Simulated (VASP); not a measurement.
A run of VASP 6.6.1:

Contents of INCAR:

```
SYSTEM = CuO
PREC = Accurate ; ENCUT = 820
EDIFF = 1E-6 ; ISMEAR = -1
SIGMA = 0.05 ; LREAL = .FALSE.
LASPH = .TRUE. ; NELM = 120
ALGO = Normal ; ISIF = 2
LWAVE = .FALSE. ; LCHARG = .TRUE.
GGA = PE ; IVDW = 13
LELF = .TRUE. ; LVHAR = .TRUE.
NBANDS = 46 ; GGA_COMPAT = .FALSE.
```

KPOINTS

```
Automatic mesh
0
G
  7 7 7
  0 0 0
```

Contents of POSCAR:

```
CuO
1.0
    4.1432213759      0.0000000000      0.0000000000
    0.0000000000      4.1432213759      0.0000000000
    0.0000000000      0.0000000000      3.8727699024
Cu O
3 3
Direct
    0.5000000000      0.0000000000      0.5000000000
    0.0000000000      0.5000000000      0.5000000000
    0.0000000000      0.0000000000      0.0000000000
    0.0000000000      0.0000000000      0.5000000000
    0.5000000000      0.0000000000      0.0000000000
    0.0000000000      0.5000000000      0.0000000000
```

Potentials or basis: VASP PAW PBE potentials, release 64 (Cu_sv_GW, O).

Launch:

```bash
$ cat potpaw_PBE.64/Cu_sv_GW/POTCAR potpaw_PBE.64/O/POTCAR > POTCAR
$ mpirun -np 1 vasp_std > vasp.out
```

Hardware: 1 thread of AMD EPYC 9R45 96-Core Processor (Zen 5) (shared host).

Q: How long does it take, and how much memory?

A: Wall time 2.6 min on 1 thread of AMD EPYC 9R45 96-Core Processor (Zen 5), with other jobs on the host, peak memory 0.34 GiB. Counts: scf iterations 16, k points 40.
